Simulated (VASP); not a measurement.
Write the native input for VASP 6.6.1 that does the following.

```yaml
Task: single point
Functional: LDA
Potentials_or_basis: VASP PAW LDA potentials, release 64 (As)
Cutoff: 500 eV
k_mesh: 10 × 10 × 10
Occupations: methfessel-paxton, width 0.1 eV
Spin: no spin polarisation
Dipole_correction: no
Further_INCAR_settings: ALGO = Normal; EDIFF = 1e-06; NBANDS = 12
```

The structure of As lies in POSCAR:

```
As
1.0
    1.8799878575      1.0854114956      3.3276505507
   -1.8799878575      1.0854114956      3.3276505507
    0.0000000000     -2.1708229912      3.3276505507
As
2
Direct
    0.7695128170      0.7695128170      0.7695128170
    0.2304871830      0.2304871830      0.2304871830
```

These files were run (other wordings do the same):

INCAR

```
SYSTEM = As
ALGO = Normal
EDIFF = 1E-6
ENCUT = 500
GGA_COMPAT = .False.
ISIF = 2
ISMEAR = 1
LASPH = .True.
LCHARG = .True.
LELF = .True.
LREAL = .False.
LVHAR = .True.
LWAVE = .False.
NBANDS = 12
NELM = 120
PREC = Accurate
SIGMA = 0.1
```

KPOINTS

```
k-points
0
Gamma
  10 10 10
  0 0 0
```

Potentials or basis: VASP PAW LDA potentials, release 64 (As).

The run is started by

```sh
$ cat potpaw_LDA.64/As/POTCAR > POTCAR
$ mpirun -np 1 vasp_std > vasp.out
```

It gave:

The pressure is 0.5 GPa. The largest force is 0.058 eV/Å. The band gap on the k mesh is zero (band 5 reaches 5.96 eV, above the bottom of band 6 at 5.74 eV).

Run time: 22 s on 1 thread of AMD EPYC 9R45 96-Core Processor (Zen 5), with other jobs on the host, peak memory 0.14 GiB.
